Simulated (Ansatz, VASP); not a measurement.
# Two plane-wave programs on Ir

```
Ir
1.0
     0.00000    1.92279    1.92279
     1.92279    0.00000    1.92279
     1.92279    1.92279    0.00000
Ir
1
Direct
  0.00000 0.00000 0.00000
```

Alike in both runs: task single point; functional r2SCAN; k mesh 14 × 14 × 14; occupations fermi-dirac, width 0.1 eV; no spin polarisation.

|  | VASP | Ansatz |
| --- | --- | --- |
| version | VASP 6.6.1 | Ansatz 0.2.0 |
| potentials or method | VASP PAW PBE potentials, release 64 (Ir) | PAW with Ansatz's default frozen-core files, scalar-relativistic |
| plane-wave cutoff (eV) | 520 | 500 |
| valence electrons in the cell | 9 | 17 |

Ansatz gave:

| Property | Result |
| --- | --- |
| pressure (GPa) | 0.0 |

Question: Estimate VASP's values.

Answer: Pressure (GPa): 2.5.

VASP's potentials were made for PBE, not for r2SCAN. VASP's potentials hold 9 valence electrons a cell and Ansatz's 17, so a difference there can come from the potentials and not from the codes. Ansatz's warnings: optics on partly filled bands.

Spin-orbit coupling is off throughout.
